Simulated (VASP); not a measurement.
Si, 2 atoms in the cell. The structure is orthorhombic, space group Imma (No. 74). The conventional cell has a = 4.502 Å, b = 4.737 Å, c = 2.550 Å, α = 90.00°, β = 90.00°, γ = 90.00°. Within 3.2 Å of Si (site symmetry mm2) lie 8 Si at 2.39 to 2.74 Å. 

| Item | Value |
| --- | --- |
| Program | VASP 6.6.1 |
| Task | single point |
| Functional | PBE |
| Potentials or basis | VASP PAW PBE potentials, release 64 (Si) |
| Cutoff | 520 eV |
| k mesh | 15 × 15 × 15 |
| Occupations | fermi-dirac, width 0.1 eV |
| Spin | no spin polarisation |
| Dipole correction | no |
| Further INCAR settings | ALGO = Normal; EDIFF = 1e-06; NBANDS = 11 |

Potentials or basis: VASP PAW PBE potentials, release 64 (Si).

Launch:

```sh
$ cat potpaw_PBE.64/Si/POTCAR > POTCAR
$ mpirun -np 1 vasp_std > vasp.out
```

Hardware: 1 thread of Intel(R) Xeon(R) 6975P-C (Granite Rapids), with other jobs on the host.

Estimate the wall time of this run.

It took 51 s on 1 thread of Intel(R) Xeon(R) 6975P-C (Granite Rapids), on a shared host, peak memory 0.25 GiB. Counts: scf iterations 10, k points 512.
